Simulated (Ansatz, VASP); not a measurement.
**Pb: VASP beside Ansatz**

```
Pb
1.0
     0.00000    2.51759    2.51759
     2.51759    0.00000    2.51759
     2.51759    2.51759    0.00000
Pb
1
Direct
  0.00000 0.00000 0.00000
```

Alike in both runs: task single point; functional PBE; k mesh 16 × 16 × 16; occupations fermi-dirac, width 0.1 eV; no spin polarisation.

|  | VASP | Ansatz |
| --- | --- | --- |
| version | VASP 6.6.1 | Ansatz 0.2.0 |
| potentials or method | VASP PAW PBE potentials, release 64 (Pb_d), cutoff 520 eV | plane waves (420 eV) with PAW, scalar-relativistic |
| valence electrons in the cell | 14 | 14 |

|  | VASP | Ansatz | Ansatz less VASP |
| --- | --- | --- | --- |
| pressure (GPa) | 0.0 | 0.1 | +0.05 |

Neither program's run includes spin-orbit coupling.
